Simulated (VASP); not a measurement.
# TaRh3 (Pm-3m) in VASP: vibrations by perturbation theory with LDA

Aim: the vibrations by perturbation theory of TaRh3 with LDA.

Everything below comes from runs of VASP 6.6.1. Logs are shortened: lines on timing, memory, paths and dates and some standing lists are left out, and cuts for length are marked.

### 1 The cell of the first run

The structure is cubic, space group Pm-3m (No. 221). Conventional cell: a = 3.847 Å, b = 3.847 Å, c = 3.847 Å, α = 90.00°, β = 90.00°, γ = 90.00°. Within 3.6 Å of Ta (site symmetry m-3m) lie 12 Rh at 2.72 Å. Rh (site symmetry 4/mmm) has 4 Ta at 2.72 Å and 8 Rh at 2.72 Å within 3.6 Å.

### 2 Vibrations by perturbation theory, LDA (14.23 Å³/atom)

INCAR

```
  ALGO = Normal
  EDIFF = 1E-8
  ENCUT = 520
  IBRION = 8
  ISIF = 2
  ISMEAR = -1
  LASPH = True
  LCHARG = False
  LREAL = False
  LWAVE = False
  NBANDS = 36
  NELM = 60
  NSW = 1
  PREC = Accurate
  SIGMA = 0.15
```

KPOINTS

```
k-points
0
Gamma
  12 12 12
```

POSCAR

```
TaRh3
1.0
    3.8465930932      0.0000000000      0.0000000000
    0.0000000000      3.8465930932      0.0000000000
    0.0000000000      0.0000000000      3.8465930932
Ta Rh
1 3
Direct
    0.0000000000      0.0000000000      0.0000000000
    0.0000000000      0.5000000000      0.5000000000
    0.5000000000      0.0000000000      0.5000000000
    0.5000000000      0.5000000000      0.0000000000
```

Potentials or basis: VASP PAW LDA potentials, release 64 (Ta_pv, Rh_pv).

Command:

```sh
> cat potpaw_LDA.64/Ta_pv/POTCAR potpaw_LDA.64/Rh_pv/POTCAR > POTCAR
> mpirun -np 1 vasp_std > vasp.out
```

OUTCAR:

```text
EDIFF = 1E-8
   ENCUT = 520
   IBRION = 8
   ISIF = 2
   ISMEAR = -1
   LASPH = True
   LREAL = False
   NELM = 60
   NSW = 1
   PREC = Accurate

 ion  position               nearest neighbor table
   1  0.000  0.000  0.000-   2 2.72   3 2.72   4 2.72   2 2.72   3 2.72   2 2.72   4 2.72   2 2.72
                             3 2.72   4 2.72   3 2.72   4 2.72
   2  0.000  0.500  0.500-   1 2.72   3 2.72   4 2.72   1 2.72   4 2.72   1 2.72   3 2.72   1 2.72
                             3 2.72   4 2.72   4 2.72   3 2.72
   3  0.500  0.000  0.500-   1 2.72   2 2.72   4 2.72   1 2.72   4 2.72   2 2.72   4 2.72   4 2.72
                             1 2.72   2 2.72   1 2.72   2 2.72
   4  0.500  0.500  0.000-   1 2.72   2 2.72   3 2.72   2 2.72   3 2.72   1 2.72   3 2.72   3 2.72
                             1 2.72   2 2.72   2 2.72   1 2.72

  LATTYP: Found a simple cubic cell.
 ALAT       =     3.8465930932

  Lattice vectors:

 A1 = (   3.8465930932,   0.0000000000,   0.0000000000)
 A2 = (   0.0000000000,   3.8465930932,   0.0000000000)
 A3 = (   0.0000000000,   0.0000000000,   3.8465930932)

Analysis of symmetry for initial positions (statically):
=====================================================================
 Subroutine PRICEL returns:
 Original cell was already a primitive cell.

 Routine SETGRP: Setting up the symmetry group for a
 simple cubic supercell.

 Subroutine GETGRP returns: Found 48 space group operations
 (whereof 48 operations were pure point group operations)
 out of a pool of 48 trial point group operations.

The static configuration has the point symmetry O_h .

Analysis of symmetry for dynamics (positions and initial velocities):
=====================================================================
 Subroutine PRICEL returns:
 Original cell was already a primitive cell.

 Routine SETGRP: Setting up the symmetry group for a
 simple cubic supercell.

 Subroutine GETGRP returns: Found 48 space group operations
 (whereof 48 operations were pure point group operations)
 out of a pool of 48 trial point group operations.

The dynamic configuration has the point symmetry O_h .

 Subroutine INISYM returns: Found 48 space group operations
 (whereof 48 operations are pure point group operations),
 and found     1 'primitive' translations

----------------------------------------------------------------------------------------

                                     Primitive cell

  volume of cell :      56.9153

  direct lattice vectors                    reciprocal lattice vectors
     3.846593093  0.000000000  0.000000000     0.259970310  0.000000000  0.000000000
     0.000000000  3.846593093  0.000000000     0.000000000  0.259970310  0.000000000
     0.000000000  0.000000000  3.846593093     0.000000000  0.000000000  0.259970310

  length of vectors
     3.846593093  3.846593093  3.846593093     0.259970310  0.259970310  0.259970310

  position of ions in fractional coordinates (direct lattice)
     0.000000000  0.000000000  0.000000000
     0.000000000  0.500000000  0.500000000
     0.500000000  0.000000000  0.500000000
[... 138 lines left out ...]
  band No.  band energies     occupation
      1     -36.0201      2.00000
      2     -36.0201      2.00000
      3     -36.0201      2.00000
      4     -35.7777      2.00000
      5     -35.7777      2.00000
      6     -35.7777      2.00000
[... 925 lines left out ...]
     35      16.2259      0.00000
     36      17.5743      0.00000

 [... further k-points ...]

------------------------ aborting loop because EDIFF is reached ----------------------------------------

  FORCE on cell =-STRESS in cart. coord.  units (eV):
  Direction    XX          YY          ZZ          XY          YZ          ZX
  --------------------------------------------------------------------------------------
  -------------------------------------------------------------------------------------
  Total       -1.6999854     -1.6999854     -1.6999854      0.0000000     -0.0000000      0.0000000
  in kB      -47.8549683    -47.8549683    -47.8549683      0.0000000     -0.0000000      0.0000000
  external PRESSURE =     -47.8549683 kB  Pullay stress =       0.0000000 kB

 VOLUME and BASIS-vectors are now :
 -----------------------------------------------------------------------------
  energy-cutoff  :      520.00
  volume of cell :       56.92
      direct lattice vectors                 reciprocal lattice vectors
     3.846593093  0.000000000  0.000000000     0.259970310  0.000000000  0.000000000
     0.000000000  3.846593093  0.000000000     0.000000000  0.259970310  0.000000000
     0.000000000  0.000000000  3.846593093     0.000000000  0.000000000  0.259970310

 POSITION                                       TOTAL-FORCE (eV/Angst)
 -----------------------------------------------------------------------------------
      0.00000      0.00000      0.00000         0.000000      0.000000      0.000000
      0.00000      1.92330      1.92330         0.000000      0.000000      0.000000
      1.92330      0.00000      1.92330         0.000000      0.000000      0.000000
      1.92330      1.92330      0.00000         0.000000      0.000000      0.000000
 -----------------------------------------------------------------------------------
    total drift:                                0.000000      0.000000     -0.000000

  FREE ENERGIE OF THE ION-ELECTRON SYSTEM (eV)
  ---------------------------------------------------
  free  energy   TOTEN  =       -41.4450273038 eV

  energy  without entropy=      -41.2699908971  energy(sigma->0) =      -41.35750910

[... ionic steps 2 to 3 ...]

--------------------------------------- Ionic step        4  -------------------------------------------

------------------------ aborting loop because EDIFF is reached ----------------------------------------

[... ionic steps 5 to 6 ...]

--------------------------------------- Ionic step        7  -------------------------------------------

------------------------ aborting loop because EDIFF is reached ----------------------------------------

--------------------------------------- Ionic step        8  -------------------------------------------

 Free energy of the ion-electron system (eV)
  ---------------------------------------------------
  ---------------------------------------------------
  free energy    TOTEN  =        -0.53396757 eV

  energy without entropy =       -0.53396758

------------------------ aborting loop because EDIFF is reached ----------------------------------------

 INTERNAL STRAIN TENSOR  FOR ION    2  DIRECTION 2   (eV/Angst):
 -----------------------------------------------------------------------------
    -0.01847  0.00000  0.00000
     0.00000  0.03178  0.00000
     0.00000  0.00000 -0.01049

 INTERNAL STRAIN TENSOR FOR ION    4 for displacements in x,y,z  (eV/Angst):
          X           Y           Z          XY          YZ          ZX
  --------------------------------------------------------------------------------
  x     0.00000     0.00000     0.00000     0.00000     0.00000     0.00000
  y     0.00000     0.00000     0.00000     0.00000     0.00000     0.00000
  z     0.00000     0.00000     0.00000     0.00000     0.00000     0.00000

 SECOND DERIVATIVES (NOT SYMMETRIZED)
 ------------------------------------
               1X          1Y          1Z          2X          2Y          2Z          3X          3Y          3Z          4X          4Y          4Z
  1X    -6.743532    0.000000   -0.000000    1.198155   -0.000000   -0.000000    2.772688   -0.000000    0.000000    2.772688   -0.000000   -0.000000
  1Y     0.000000   -6.743532   -0.000000   -0.000000    2.772688    0.000000    0.000000    1.198155   -0.000000    0.000000    2.772688   -0.000000
  1Z    -0.000000   -0.000000   -6.743532   -0.000000    0.000000    2.772688    0.000000   -0.000000    2.772688   -0.000000   -0.000000    1.198155
  2X     1.198649    0.000000    0.000000  -12.407016    0.000000    0.000000    5.604183    0.000000   -0.000000    5.604183    0.000000   -0.000000
  2Y     0.000000    2.777450    0.000000    0.000000  -10.041510    0.000000    0.000000    5.603697    0.000000    0.000000    1.660363    0.000000
  2Z     0.000000    0.000000    2.777450    0.000000    0.000000  -10.041510    0.000000    0.000000    1.660363    0.000000    0.000000    5.603697
  3X     2.777450    0.000000    0.000000    5.603697    0.000000    0.000000  -10.041510    0.000000    0.000000    1.660363    0.000000    0.000000
  3Y     0.000000    1.198649   -0.000000   -0.000000    5.604183   -0.000000    0.000000  -12.407016   -0.000000    0.000000    5.604183    0.000000
  3Z     0.000000    0.000000    2.777450    0.000000    0.000000    1.660363    0.000000    0.000000  -10.041510    0.000000    0.000000    5.603697
  4X     2.777450    0.000000    0.000000    5.603697    0.000000    0.000000    1.660363    0.000000    0.000000  -10.041510    0.000000    0.000000
  4Y     0.000000    2.777450    0.000000    0.000000    1.660363    0.000000    0.000000    5.603697    0.000000    0.000000  -10.041510    0.000000
  4Z     0.000000    0.000000    1.198649    0.000000   -0.000000    5.604183   -0.000000    0.000000    5.604183    0.000000    0.000000  -12.407016

 Eigenvectors and eigenvalues of the dynamical matrix
 ----------------------------------------------------

   1 f  =    6.656401 THz    41.823402 2PiTHz  222.033645 cm-1    27.528651 meV
             X         Y         Z           dx          dy          dz
      0.000000  0.000000  0.000000    -0.008380   -0.076415    0.000000
      0.000000  1.923297  1.923297    -0.084881    0.437713   -0.000000
      1.923297  0.000000  1.923297     0.048001   -0.774011    0.000000
      1.923297  1.923297  0.000000     0.048001    0.437713    0.000000
[... 71 lines left out ...]
  12 f/i=    0.001363 THz     0.008562 2PiTHz    0.045455 cm-1     0.005636 meV
             X         Y         Z           dx          dy          dz
      0.000000  0.000000  0.000000    -0.568731    0.163539   -0.140280
      0.000000  1.923297  1.923297    -0.428581    0.123237   -0.105710
      1.923297  0.000000  1.923297    -0.428575    0.123238   -0.105710
      1.923297  1.923297  0.000000    -0.428575    0.123237   -0.105711

--------------------------------------------------------------------------------------------------------

 ELASTIC MODULI CONTR FROM IONIC RELAXATION (kBar)
 Direction    XX          YY          ZZ          XY          YZ          ZX
 --------------------------------------------------------------------------------
 XX           0.0000      0.0000      0.0000      0.0000      0.0000      0.0000
 YY           0.0000      0.0000      0.0000      0.0000      0.0000      0.0000
 ZZ           0.0000      0.0000      0.0000      0.0000      0.0000      0.0000
 XY           0.0000      0.0000      0.0000      0.0000      0.0000      0.0000
 YZ           0.0000      0.0000      0.0000      0.0000      0.0000      0.0000
 ZX           0.0000      0.0000      0.0000      0.0000      0.0000      0.0000
 --------------------------------------------------------------------------------
```

Run time: 76 min. Hardware: 1 thread of Oxide Virtual Turin-like, shared host; peak memory 1.2 GiB.

Results:

```
Highest phonon frequency at Γ : 222 cm⁻¹
```

Phonon frequencies in cm⁻¹ (negative: imaginary):
| q point | frequencies |
| --- | --- |
| (0.000, 0.000, 0.000) | 0 0 0 126 126 126 176 176 176 222 222 222 |

Caveat: the cell stands under pressure or tension, which shifts response properties; spin-orbit coupling is left out, which moves the levels of the heavy elements.
